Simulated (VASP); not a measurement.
Input of a VASP 6.6.1 run:

POSCAR

```
GaN
1.0
    3.2218469041      0.0000000000      0.0000000000
   -1.6109234521      2.7902012661      0.0000000000
    0.0000000000      0.0000000000      5.2339814801
Ga N
2 2
Direct
    0.6666666667      0.3333333333      0.5000000000
    0.3333333333      0.6666666667      0.0000000000
    0.6666666667      0.3333333333      0.8750000000
    0.3333333333      0.6666666667      0.3750000000
```

INCAR.step1

```
SYSTEM = GaN
  PREC = Accurate
  ENCUT = 520
  ISMEAR = -1
  SIGMA = 0.05
  LREAL = .FALSE.
  LASPH = .TRUE.
  NELM = 80
  NBANDS = 26
  GGA = PE
  ALGO = Normal
  EDIFF = 1E-4
  LWAVE = .TRUE.
  LCHARG = .FALSE.
```

Contents of INCAR.step2:

```
SYSTEM = GaN
  PREC = Accurate
  ENCUT = 520
  EDIFF = 1E-6
  ISMEAR = -1
  SIGMA = 0.05
  LREAL = .FALSE.
  LASPH = .TRUE.
  NELM = 80
  ALGO = Normal
  ISIF = 2
  LWAVE = .FALSE.
  LCHARG = .FALSE.
  METAGGA = R2SCAN
  LMIXTAU = .TRUE.
  IVDW = 12
  VDW_S6 = 1.0
  VDW_S8 = 0.78981345
  VDW_A1 = 0.49484001
  VDW_A2 = 5.73083694
  NBANDS = 26
  ISTART = 1
```

Contents of KPOINTS:

```
Automatic mesh
0
G
  10 10 5
  0 0 0
```

Potentials or basis: VASP PAW PBE potentials, release 64 (Ga_d, N).

Launch:

```bash
$ cat potpaw_PBE.64/Ga_d/POTCAR potpaw_PBE.64/N/POTCAR > POTCAR
$ cp INCAR.step1 INCAR
$ mpirun -np 1 vasp_std > vasp.out
$ cp INCAR.step2 INCAR
$ mpirun -np 1 vasp_std > vasp.out
```

(1) Predict the dispersion energy per atom.

(2) Predict the largest force.

Answers

(1) -0.116 eV.

(2) 0.124 eV/Å.

Caveat: the PAW data sets were made with another functional, which shifts forces and pressure a little.
